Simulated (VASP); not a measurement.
# AlCr2C (P6_3/mmc) in VASP: single point with PBEsol

Aim: the single point of AlCr2C with PBEsol.

Program: VASP 6.6.1. These are calculated values, not measurements. Logs are shortened: lines on timing, memory, paths and dates and some standing lists are left out, and cuts for length are marked.

### Step 1. The cell of the first run

It takes space group P6_3/mmc (No. 194, hexagonal). Conventional cell: a = 2.825 Å, b = 2.825 Å, c = 12.601 Å, α = 90.00°, β = 90.00°, γ = 120.00°. Cr (site symmetry 3m) has 3 C at 1.95 Å and 3 Al at 2.64 Å and 3 Cr at 2.69 Å within 2.7 Å. Within 3.6 Å of Al (site symmetry -6m2) lie 6 Cr at 2.64 Å and 6 Al at 2.83 Å and 6 C at 3.55 Å. C (site symmetry -3m) has 6 Cr at 1.95 Å within 2.6 Å.

### Step 2. Single point, PBEsol, collinear spin, ferromagnetic start

Contents of INCAR:

```
PREC = Accurate
ENCUT = 520
EDIFF = 1E-6
ISMEAR = -1
SIGMA = 0.05
LREAL = False
LASPH = True
NELM = 150
ALGO = Normal
ISIF = 2
LWAVE = False
LCHARG = False
ISPIN = 2
MAGMOM = 3 3 3 3 0 0 0 0
LORBIT = 11
LMAXMIX = 4
GGA = PS
NBANDS = 45
```

Contents of KPOINTS:

```
Automatic mesh
0
Gamma
  11 11 2
```

Contents of POSCAR:

```
AlCr2C
1.0
    2.8251010646      0.0000000000      0.0000000000
   -1.4125505323      2.4466092902      0.0000000000
    0.0000000000      0.0000000000     12.6013736800
Cr Al C
4 2 2
Direct
    0.3333333333      0.6666666667      0.0850588400
    0.6666666667      0.3333333333      0.5850588400
    0.6666666667      0.3333333333      0.9149411600
    0.3333333333      0.6666666667      0.4149411600
    0.3333333333      0.6666666667      0.7500000000
    0.6666666667      0.3333333333      0.2500000000
    0.0000000000      0.0000000000      0.0000000000
    0.0000000000      0.0000000000      0.5000000000
```

Potentials or basis: VASP PAW PBE potentials, release 64 (Cr_pv, Al, C).

Started as:

```console
$ cat potpaw_PBE.64/Cr_pv/POTCAR potpaw_PBE.64/Al/POTCAR potpaw_PBE.64/C/POTCAR > POTCAR
$ mpirun -np 1 vasp_std > vasp.out
```

OUTCAR:

```text
PREC = Accurate
   ENCUT = 520
   EDIFF = 1E-6
   ISMEAR = -1
   LREAL = False
   LASPH = True
   NELM = 150
   ISIF = 2
   ISPIN = 2
   LORBIT = 11
   GGA = PS

 ion  position               nearest neighbor table
   1  0.333  0.667  0.085-   7 1.95   7 1.95   7 1.95   6 2.64   6 2.64   6 2.64   3 2.69   3 2.69
                             3 2.69
   2  0.667  0.333  0.585-   8 1.95   8 1.95   8 1.95   5 2.64   5 2.64   5 2.64   4 2.69   4 2.69
                             4 2.69
   3  0.667  0.333  0.915-   7 1.95   7 1.95   7 1.95   5 2.64   5 2.64   5 2.64   1 2.69   1 2.69
                             1 2.69
   4  0.333  0.667  0.415-   8 1.95   8 1.95   8 1.95   6 2.64   6 2.64   6 2.64   2 2.69   2 2.69
                             2 2.69
   5  0.333  0.667  0.750-   2 2.64   3 2.64   2 2.64   3 2.64   2 2.64   3 2.64
   6  0.667  0.333  0.250-   1 2.64   4 2.64   1 2.64   4 2.64   1 2.64   4 2.64
   7  0.000  0.000  0.000-   1 1.95   3 1.95   1 1.95   3 1.95   3 1.95   1 1.95
   8  0.000  0.000  0.500-   2 1.95   4 1.95   4 1.95   2 1.95   2 1.95   4 1.95

  LATTYP: Found a hexagonal cell.
 ALAT       =     2.8251010646
 C/A-ratio  =     4.4605036747

  Lattice vectors:

 A1 = (   2.8251010646,   0.0000000000,   0.0000000000)
 A2 = (  -1.4125505323,   2.4466092902,   0.0000000000)
 A3 = (   0.0000000000,   0.0000000000,  12.6013736800)

Analysis of symmetry for initial positions (statically):
=====================================================================
 Subroutine PRICEL returns:
 Original cell was already a primitive cell.

 Routine SETGRP: Setting up the symmetry group for a
 hexagonal supercell.

 Subroutine GETGRP returns: Found 24 space group operations
 (whereof 12 operations were pure point group operations)
 out of a pool of 24 trial point group operations.

The static configuration has the point symmetry D_3d.
 The point group associated with its full space group is D_6h.

Analysis of symmetry for dynamics (positions and initial velocities):
=====================================================================
 Subroutine PRICEL returns:
 Original cell was already a primitive cell.

 Routine SETGRP: Setting up the symmetry group for a
 hexagonal supercell.

 Subroutine GETGRP returns: Found 24 space group operations
 (whereof 12 operations were pure point group operations)
 out of a pool of 24 trial point group operations.

The dynamic configuration has the point symmetry D_3d.
 The point group associated with its full space group is D_6h.

Analysis of structural, dynamic, and magnetic symmetry:
=====================================================================
 Subroutine PRICEL returns:
 Original cell was already a primitive cell.

 Routine SETGRP: Setting up the symmetry group for a
 hexagonal supercell.

 Subroutine GETGRP returns: Found 24 space group operations
 (whereof 12 operations were pure point group operations)
 out of a pool of 24 trial point group operations.

The overall configuration has the point symmetry D_3d.
 The point group associated with its full space group is D_6h.

 Subroutine INISYM returns: Found 24 space group operations
 (whereof 12 operations are pure point group operations),
 and found     1 'primitive' translations

----------------------------------------------------------------------------------------

                                     Primitive cell

  volume of cell :      87.0997

  direct lattice vectors                    reciprocal lattice vectors
     2.825101065  0.000000000  0.000000000     0.353969638  0.204364466  0.000000000
    -1.412550532  2.446609290  0.000000000     0.000000000  0.408728931  0.000000000
     0.000000000  0.000000000 12.601373680     0.000000000  0.000000000  0.079356428

  length of vectors
     2.825101065  2.825101065 12.601373680     0.408728931  0.408728931  0.079356428

  position of ions in fractional coordinates (direct lattice)
     0.333333333  0.666666667  0.085058840
     0.666666667  0.333333333  0.585058840
     0.666666667  0.333333333  0.914941160
     0.333333333  0.666666667  0.414941160
     0.333333333  0.666666667  0.750000000
     0.666666667  0.333333333  0.250000000
     0.000000000  0.000000000  0.000000000
     0.000000000  0.000000000  0.500000000

  ion indices of the primitive-cell ions
   primitive index   ion index
                 1           1
                 2           2
                 3           3
                 4           4
                 5           5
                 6           6
                 7           7
                 8           8

----------------------------------------------------------------------------------------

 KPOINTS: Automatic mesh

Automatic generation of k-mesh.
 Grid dimensions read from file:
 generate k-points for:   11   11    2

 Generating k-lattice:

  Cartesian coordinates                     Fractional coordinates (reciprocal lattice)
     0.032179058  0.018578588  0.000000000     0.090909091 -0.000000000  0.000000000
     0.000000000  0.037157176  0.000000000     0.000000000  0.090909091  0.000000000
     0.000000000  0.000000000  0.039678214     0.000000000  0.000000000  0.500000000

  Length of vectors
     0.037157176  0.037157176  0.039678214

  Shift w.r.t. Gamma in fractional coordinates (k-lattice)
     0.000000000  0.000000000  0.000000000

 Subroutine IBZKPT returns following result:
 ===========================================

 Found     32 irreducible k-points:

 Following reciprocal coordinates:
            Coordinates               Weight
  0.000000  0.000000  0.000000      1.000000
  0.090909  0.000000  0.000000      6.000000
  0.181818  0.000000  0.000000      6.000000
  0.272727  0.000000  0.000000      6.000000
  0.363636  0.000000  0.000000      6.000000
  0.454545  0.000000  0.000000      6.000000
[... 16 lines left out ...]
  0.090909  0.090909  0.500000      6.000000
  0.181818  0.090909  0.500000     12.000000
 [... further k-points ...]
   k-points           NKPTS =     32   k-points in BZ     NKDIM =     32   number of bands    NBANDS=     45
   number of dos      NEDOS =    301   number of ions     NIONS =      8
   total plane-waves  NPLWV =  55296
   dimension x,y,z NGX =    24 NGY =   24 NGZ =   96
   dimension x,y,z NGXF=    48 NGYF=   48 NGZF=  192
   ions per type =               4   2   2
   NGX,Y,Z   is equivalent  to a cutoff of  14.12, 14.12, 12.66 a.u.
   NGXF,Y,Z  is equivalent  to a cutoff of  28.25, 28.25, 25.33 a.u.
 SYSTEM =  unknown system
   PREC   = accura    normal or accurate (medium, high low for compatibility)
   ISTART =      0    job   : 0-new  1-cont  2-samecut
   ICHARG =      2    charge: 1-file 2-atom 10-const
   ISPIN  =      2    spin polarized calculation?
   LNONCOLLINEAR =      F non collinear calculations
   LSORBIT =      F    spin-orbit coupling
   LASPH  =      T    aspherical Exc in radial PAW
   ENCUT  =  520.0 eV  38.22 Ry    6.18 a.u.   5.25  5.25 23.43*2*pi/ulx,y,z
   NELM   =    150;   NELMIN=  2; NELMDL= -5     # of ELM steps
   EDIFF  = 0.1E-05   stopping-criterion for ELM
   LREAL  =      F    real-space projection
   EDIFFG = 0.1E-04   stopping-criterion for IOM
   NSW    =      0    number of steps for IOM
   IBRION =     -1    ionic relax: 0-MD 1-quasi-New 2-CG
   NFREE  =      0    steps in history (QN), initial steepest desc. (CG)
   ISIF   =      2    stress and relaxation
   ISYM   =      2    0-nonsym 1-usesym 2-fastsym
   POTIM  = 0.5000    time-step for ionic-motion
   TEBEG  =    0.0;   TEEND  =   0.0 temperature during run
   PSTRESS=    0.0 pullay stress
   NELECT =      62.0000    total number of electrons
   NUPDOWN=      -1.0000    fix difference up-down
   EMIN   =  10.00;   EMAX   =-10.00  energy-range for DOS
   EFERMI =   0.00;   METHOD = LEGACY
   ISMEAR =    -1;   SIGMA  =   0.05  broadening in eV -4-tet -1-fermi 0-gaus
   EFERMI_NEDOS =   21; number of points for ismear=-14 and -15
   IALGO  =     38    algorithm
   IMIX   =      4    mixing-type and parameters
     AMIX     =   0.40;   BMIX     =  1.00
     AMIX_MAG =   1.60;   BMIX_MAG =  1.00
  volume/ion in A,a.u.               =      10.89        73.47
  Fermi-wavevector in a.u.,A,eV,Ry     =   1.461728  2.762265 29.070870  2.136649
  Thomas-Fermi vector in A             =   2.578025
   LORBIT       =     11    0 simple, 1 ext, 2 COOP (PROOUT), +10 PAW based schemes
   GGA     = PS    functional components
   LHFCALC =     F    Hartree Fock is set to
   AEXX    =    0.0000 exact exchange contribution
   IVDW    =     0    specifies the selected vdW correction
   LEPSILON=     F    determine dielectric tensor
   LRPA    =     F    only Hartree local field effects (RPA)
 spin polarized calculation
  energy-cutoff  :      520.00
  volume of cell :       87.10
 maximum number of plane-waves:      2366
 NGX is ok and might be reduce to    24
   NGX = 11   NGY = 11   NGZ = 47

 number of electron      62.0000000 magnetization      12.0000000

 number of electron      61.9999977 magnetization       0.0037728

 Free energy of the ion-electron system (eV)
  ---------------------------------------------------
  ext. energy  EPLUGINS =         0.00000000
  ---------------------------------------------------
  free energy    TOTEN  =       -70.26578285 eV

  energy without entropy =      -70.20817484  energy(sigma->0) =      -70.23697884

 E-fermi :  10.0680     XC(G=0): -12.6791

 val. band max:       10.0593282053   @ k =   0.3636   0.0000   0.0000
 cond. band min:      10.0681706008   @ k =   0.3636   0.0000   0.5000
 fundamental gap:      0.0088423955
 Fermi energy:        10.0679999753

 spin component 1

 k-point     1 :       0.0000    0.0000    0.0000
  band No.  band energies     occupation
      1     -33.1917      1.00000
      2     -33.1900      1.00000
      3     -32.9667      1.00000
      4     -32.9667      1.00000
      5     -32.9667      1.00000
      6     -32.9667      1.00000
[... 35 lines left out ...]
     42      15.6315      0.00000
     43      15.6315      0.00000
[... 1017 lines left out ...]
      3     -33.1071      1.00000
      4     -33.1071      1.00000
      5     -33.0407      1.00000
      6     -33.0407      1.00000
[... 35 lines left out ...]
     42      14.5015      0.00000
     43      15.0410      0.00000

 [... further k-points ...]

 spin component 2

 k-point     1 :       0.0000    0.0000    0.0000
  band No.  band energies     occupation
      1     -33.1907      1.00000
      2     -33.1890      1.00000
      3     -32.9658      1.00000
      4     -32.9658      1.00000
      5     -32.9657      1.00000
      6     -32.9657      1.00000
[... 35 lines left out ...]
     42      15.6319      0.00000
     43      15.6319      0.00000
[... 1017 lines left out ...]
      3     -33.1062      1.00000
      4     -33.1062      1.00000
      5     -33.0398      1.00000
      6     -33.0398      1.00000
[... 35 lines left out ...]
     42      14.5019      0.00000
     43      15.0415      0.00000

 [... further k-points ...]

 [bands above 43 left out]

------------------------ aborting loop because EDIFF is reached ----------------------------------------

  FORCE on cell =-STRESS in cart. coord.  units (eV):
  Direction    XX          YY          ZZ          XY          YZ          ZX
  --------------------------------------------------------------------------------------
  -------------------------------------------------------------------------------------
  Total       -1.6644129     -1.6644129     -1.2391196      0.0000000      0.0000000      0.0000000
  in kB      -30.6164719    -30.6164719    -22.7933045      0.0000000      0.0000000      0.0000000
  external PRESSURE =     -28.0087494 kB  Pullay stress =       0.0000000 kB

 VOLUME and BASIS-vectors are now :
 -----------------------------------------------------------------------------
  energy-cutoff  :      520.00
  volume of cell :       87.10
      direct lattice vectors                 reciprocal lattice vectors
     2.825101065  0.000000000  0.000000000     0.353969638  0.204364466  0.000000000
    -1.412550532  2.446609290  0.000000000     0.000000000  0.408728931  0.000000000
     0.000000000  0.000000000 12.601373680     0.000000000  0.000000000  0.079356428

 POSITION                                       TOTAL-FORCE (eV/Angst)
 -----------------------------------------------------------------------------------
     -0.00000      1.63107      1.07186        -0.000000     -0.000000     -0.255280
      1.41255      0.81554      7.37255        -0.000000      0.000000     -0.255280
      1.41255      0.81554     11.52952         0.000000      0.000000      0.255280
     -0.00000      1.63107      5.22883         0.000000     -0.000000      0.255280
     -0.00000      1.63107      9.45103        -0.000000     -0.000000      0.000000
      1.41255      0.81554      3.15034         0.000000      0.000000      0.000000
      0.00000      0.00000      0.00000         0.000000      0.000000      0.000000
      0.00000      0.00000      6.30069         0.000000      0.000000      0.000000
 -----------------------------------------------------------------------------------
    total drift:                               -0.000000      0.000000     -0.000000

  FREE ENERGIE OF THE ION-ELECTRON SYSTEM (eV)
  ---------------------------------------------------
  free  energy   TOTEN  =       -70.2657828464 eV

  energy  without entropy=      -70.2081748392  energy(sigma->0) =      -70.23697884

 total charge

# of ion       s       p       d       tot
------------------------------------------
    1        0.342   6.428   4.398  11.169
    2        0.342   6.428   4.398  11.169
    3        0.342   6.428   4.398  11.169
    4        0.342   6.428   4.398  11.169
    5        0.414   0.405   0.000   0.819
    6        0.414   0.405   0.000   0.819
    7        0.901   1.571   0.000   2.472
    8        0.901   1.571   0.000   2.472
--------------------------------------------------
tot          3.999  29.665  17.592  51.256

 magnetization (x)

# of ion       s       p       d       tot
------------------------------------------
    1        0.000   0.000   0.001   0.001
    2        0.000   0.000   0.001   0.001
    3        0.000   0.000   0.001   0.001
    4        0.000   0.000   0.001   0.001
    5       -0.000  -0.000   0.000  -0.000
    6       -0.000  -0.000   0.000  -0.000
    7       -0.000  -0.000   0.000  -0.000
    8       -0.000  -0.000   0.000  -0.000
--------------------------------------------------
tot         -0.000  -0.000   0.003   0.003
```

Run time: 8.5 min. Hardware: 1 thread of Oxide Virtual Turin-like, shared host; peak memory 0.34 GiB.

What came out:

```
Free energy                                           : -70.2658 eV
Pressure                                              : -2.8 GPa
Largest force                                         : 0.255 eV/Å
Band gap on the k mesh                                : zero (filled and empty bands overlap)
Net moment                                            : 0.00 μB per cell
Valence electrons inside the program's atomic spheres : Cr 11.17; Al 0.82; C 2.47
```

Forces in eV/Å, atoms in the order of the input:
```
Cr   0.000  0.000 -0.255
Cr   0.000  0.000 -0.255
Cr   0.000  0.000  0.255
Cr   0.000  0.000  0.255
Al   0.000  0.000  0.000
Al   0.000  0.000  0.000
C    0.000  0.000  0.000
C    0.000  0.000  0.000
```

Caveat: the moments typed at the start vanished in this run; the PAW data sets were made with another functional, which shifts forces and pressure a little.
